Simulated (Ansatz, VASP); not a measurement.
**TaN: VASP beside Ansatz**

File INCAR:

```
PREC     = Accurate       # precision mode
ENCUT    = 520            # plane-wave cutoff, eV
EDIFF    = 1E-7           # SCF threshold, eV
ISMEAR   = 0              # smearing method
SIGMA    = 0.05           # smearing width, eV
LREAL    = False          # projectors in reciprocal space
LASPH    = True           # aspherical terms in the spheres
NELM     = 150            # most SCF steps
ALGO     = Normal         # electronic algorithm
ISIF     = 2              # what is computed and relaxed
LWAVE    = False          # write WAVECAR
LCHARG   = False          # write CHGCAR
ISPIN    = 2              # spin polarisation
MAGMOM   = 0.51 -0.08 -0.08 0.02 0.02 0.01 # initial moments
LORBIT   = 11             # projections on sites
LMAXMIX  = 4              # l up to which the mixer works
LDAU     = True           # DFT+U
LDAUTYPE = 2            
LDAUL    = 2 -1           # shell
LDAUU    = 7 0            # U, eV
LDAUJ    = 0 0          
LDAUPRINT= 1            
GGA      = PS             # functional
NBANDS   = 37             # bands
```

Contents of KPOINTS:

```
Automatic mesh
0
Gamma
  4 4 7
```

The input POSCAR:

```
TaN
1.0
    5.1850002000      0.0000000000      0.0000000000
   -2.5925001000      4.4903418900      0.0000000000
    0.0000000000      0.0000000000      2.9080005300
Ta N
3 3
Direct
    0.0000000000      0.0000000000      0.0000000000
    0.3333333333      0.6666666667      0.5000000000
    0.6666666667      0.3333333333      0.5000000000
    0.5000000000      0.0000000000      0.0000000000
    0.5000000000      0.5000000000      0.0000000000
    0.0000000000      0.5000000000      0.0000000000
```

Input for Ansatz:

```yaml
crystal:
  lattice:
    - [5.1850002, 0.0, 0.0]
    - [-2.5925001, 4.49034189, 0.0]
    - [0.0, 0.0, 2.90800053]
  atoms:
    - { symbol: Ta, position: [0.0, 0.0, 0.0], spin: 2.0 }
    - { symbol: Ta, position: [0.3333333333, 0.6666666667, 0.5], spin: 2.0 }
    - { symbol: Ta, position: [0.6666666667, 0.3333333333, 0.5], spin: 2.0 }
    - { symbol: "N", position: [0.5, 0.0, 0.0] }
    - { symbol: "N", position: [0.5, 0.5, 0.0] }
    - { symbol: "N", position: [0.0, 0.5, 0.0] }
basis:
  ecutwfc: 420
  ecutrho_ratio: 4
kpoints:
  mp_grid: { grid: [4, 4, 7] }
hamiltonian:
  xc: pbesol
  hubbard:
    sites:
      - { site: 0, l: d, u_eff: 7.0, starting_ns: [{ spin: up, occupation_matrix: s0up }, { spin: down, occupation_matrix: s0down }] }
      - { site: 1, l: d, u_eff: 7.0, starting_ns: [{ spin: up, occupation_matrix: s1up }, { spin: down, occupation_matrix: s1down }] }
      - { site: 2, l: d, u_eff: 7.0, starting_ns: [{ spin: up, occupation_matrix: s2up }, { spin: down, occupation_matrix: s2down }] }
    occupation_matrices:
      s0up:
        matrix:
          - [0.74522, 0.01462, -0.35868, -0.18244, -0.02949]
          - [0.01462, 0.53828, 0.22466, -0.41574, -0.015]
          - [-0.35868, 0.22466, 0.30121, -0.09424, 0.00814]
          - [-0.18244, -0.41574, -0.09424, 0.3937, 0.01888]
          - [-0.02949, -0.015, 0.00814, 0.01888, 0.0216]
      s0down:
        matrix:
          - [0.02, 0.0, 0.0, 0.0, 0.0]
          - [0.0, 0.02, 0.0, 0.0, 0.0]
          - [0.0, 0.0, 0.02, 0.0, 0.0]
          - [0.0, 0.0, 0.0, 0.02, 0.0]
          - [0.0, 0.0, 0.0, 0.0, 0.02]
      s1up:
        matrix:
          - [0.74522, 0.01462, -0.35868, -0.18244, -0.02949]
          - [0.01462, 0.53828, 0.22466, -0.41574, -0.015]
          - [-0.35868, 0.22466, 0.30121, -0.09424, 0.00814]
          - [-0.18244, -0.41574, -0.09424, 0.3937, 0.01888]
          - [-0.02949, -0.015, 0.00814, 0.01888, 0.0216]
      s1down:
        matrix:
          - [0.02, 0.0, 0.0, 0.0, 0.0]
          - [0.0, 0.02, 0.0, 0.0, 0.0]
          - [0.0, 0.0, 0.02, 0.0, 0.0]
          - [0.0, 0.0, 0.0, 0.02, 0.0]
          - [0.0, 0.0, 0.0, 0.0, 0.02]
      s2up:
        matrix:
          - [0.74522, 0.01462, -0.35868, -0.18244, -0.02949]
          - [0.01462, 0.53828, 0.22466, -0.41574, -0.015]
          - [-0.35868, 0.22466, 0.30121, -0.09424, 0.00814]
          - [-0.18244, -0.41574, -0.09424, 0.3937, 0.01888]
          - [-0.02949, -0.015, 0.00814, 0.01888, 0.0216]
      s2down:
        matrix:
          - [0.02, 0.0, 0.0, 0.0, 0.0]
          - [0.0, 0.02, 0.0, 0.0, 0.0]
          - [0.0, 0.0, 0.02, 0.0, 0.0]
          - [0.0, 0.0, 0.0, 0.02, 0.0]
          - [0.0, 0.0, 0.0, 0.0, 0.02]
    ns_hold: until_converged
scf:
  occupations: { method: gaussian, width: 0.05 }
  lower_state_search: "off"
  max_iter: 150
output:
  forces: true
  stress: true
  eigenvalues: true
  populations: true
  hubbard: { sites: [{ site: 0, l: d }, { site: 1, l: d }, { site: 2, l: d }] }
  write_density: true
  write_potential: true
  elf: true
  volumetric_format: npy
magnetization:
  spin_polarized: true
```

Alike in both runs: task single point; functional PBEsol; k mesh 4 × 4 × 7; occupations gaussian, width 0.05 eV; collinear spin; Hubbard terms Ta d U = 7.0 eV.

```csv
,VASP,Ansatz
version,VASP 6.6.1,Ansatz 0.2.0
potentials or method,"VASP PAW PBE potentials, release 64 (Ta_pv, N), cutoff 520 eV","scalar-relativistic, plane waves, PAW"
valence electrons in the cell,48,54
```

VASP gave:

- gap on the k mesh at the Fermi level (eV): none
- pressure (GPa): 24.6
- traceless stress, the component that is largest in VASP (GPa): 5.09
- rms of the force components (eV/Å): 0.000
- net moment per atom (μB): 0.00
- size of the moment on the site where the two differ most (μB): 0.00

Question: Which values does Ansatz return?

Answer: gap on the k mesh at the Fermi level (eV): none; pressure (GPa): 15.9; traceless stress, the component that is largest in VASP (GPa): 3.57; rms of the force components (eV/Å): 0.035; net moment per atom (μB): 0.07; size of the moment on the site where the two differ most (μB): 0.46.

VASP's potentials were made for PBE, not for PBEsol. Site moments also hang on the region over which each program counts them. The programs project onto different local orbitals, so the same U acts differently, and such runs can settle in different states. Atom by atom the forces differ by 0.035 eV/Å (rms over components). A gap of «none» marks a metal or a gap that the smearing closes. VASP's potentials hold 48 valence electrons a cell and Ansatz's 54, so a difference there can come from the potentials and not from the codes. Ansatz's warnings: filled band counts differ across k points, seeded moment not kept, specified occupation not kept, symmetry narrowed by occupation matrices.

Neither program's run includes spin-orbit coupling.
